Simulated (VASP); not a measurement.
**Li16H (a cell with a defect): single point with PBEsol**

The system is Li16H (a cell with a defect).

```xyz
17
Lattice="6.9800 0.0000 0.0000 0.0000 6.9800 0.0000 0.0000 0.0000 6.9800" Properties=species:S:1:pos:R:3 pbc="T T T"
Li    0.2611   -0.3712   -0.0699
Li    3.2573   -0.0420   -0.2128
Li    0.9890    3.8090    0.5999
Li   -0.1238    0.3026    3.6685
Li    1.5921    1.1382    1.6748
Li    3.2016    3.6589   -0.2443
Li    3.6660   -0.3248    3.8690
Li    5.6245    2.0125    0.8784
Li    0.6774    3.4517    3.1861
Li    2.4343    5.4292    1.7245
Li    1.3991    1.5136    5.7762
Li    3.6270    2.8681    2.3092
Li    5.8705    5.7913    1.9973
Li    4.9338    1.9269    4.9472
Li    1.5534    4.9421    4.5149
Li    5.2795    5.1933    5.5749
H    -0.3852    0.4669    1.8493
```

```json
{"Program": "VASP 6.6.1", "Task": "single point", "Functional": "PBEsol", "Potentials or basis": "VASP PAW PBE potentials, release 64 (Li_sv, H)", "Cutoff": "520 eV", "k mesh": "3 × 3 × 3", "Occupations": "fermi-dirac, width 0.15 eV", "Spin": "no spin polarisation", "Dipole correction": "no", "Further INCAR settings": "LREAL = Auto; ALGO = Normal; EDIFF = 1e-07; NBANDS = 38"}
```

| Property | Result |
| --- | --- |
| Largest force | 1.137 eV/Å |
| Band gap on the k mesh | zero (an odd number of electrons rules out a gap without spin polarisation) |

Forces in eV/Å, atoms in the order of the input:
```
Li  -0.255 -0.138  0.105
Li   0.493  0.024 -0.072
Li  -0.882 -0.075 -0.430
Li   0.161  0.075  0.080
Li  -0.251  0.013  0.316
Li   0.473 -0.132 -0.422
Li  -0.167  0.209 -0.143
Li   0.365 -0.437  0.061
Li  -0.650 -0.669 -0.155
Li   0.124  0.126  0.361
Li   0.161  0.610 -0.653
Li  -0.156  0.187  0.587
Li  -0.388 -0.481 -0.105
Li   0.122  0.224  0.112
Li   0.365  0.626  0.876
Li   0.237 -0.318 -0.162
H    0.250  0.155 -0.354
```

Levels at points of the mesh, in eV from the Fermi level:
```tsv
k point	band 20	band 21	band 22	band 23	band 24	band 25	band 26	band 27	band 28	band 29
(0.00, 0.00, 0.00)	-1.28	-1.18	-1.03	-1.02	-0.23	0.21	0.34	0.47	0.59	0.68
```

Wall time 4.6 min on 1 thread of Intel(R) Xeon(R) Platinum 8488C (Sapphire Rapids), on a shared host, peak memory 0.41 GiB.

Caveat: the PAW data sets were made with another functional, which shifts forces and pressure a little.
